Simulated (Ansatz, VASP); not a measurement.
SiC: VASP beside Ansatz

```
Si C
1.0
     3.16836    0.00000    0.00000
    -1.58418    2.74388    0.00000
     0.00000    0.00000    4.68573
Si C
2 2
Direct
  0.33333 0.66667 0.00000
  0.66667 0.33333 0.50000
  0.33333 0.66667 0.50000
  0.66667 0.33333 0.00000
```

Alike in both runs: functional PBEsol; k mesh 6 × 6 × 4; occupations gaussian, width 0.1 eV; no spin polarisation.

Ansatz relaxed the structure, and its values are those at the end. VASP's run is a single point on that final structure, the one shown.

```csv
,VASP,Ansatz
version,VASP 6.6.1,Ansatz 0.2.0
potentials or method,"VASP PAW PBE potentials, release 64 (Si, C), cutoff 600 eV","scalar-relativistic, plane waves, PAW"
valence electrons in the cell,16,16
```

```csv
,VASP,Ansatz,Ansatz less VASP
gap on the k mesh at the Fermi level (eV),none,none,-
pressure (GPa),0.2,0.0,-0.19
```

VASP's potentials were made for PBE, not for PBEsol, and Ansatz warns of the same on its side. A gap of «none» marks a metal or a gap that the smearing closes.

The k mesh is coarse, so the values compare programs but aren't converged.
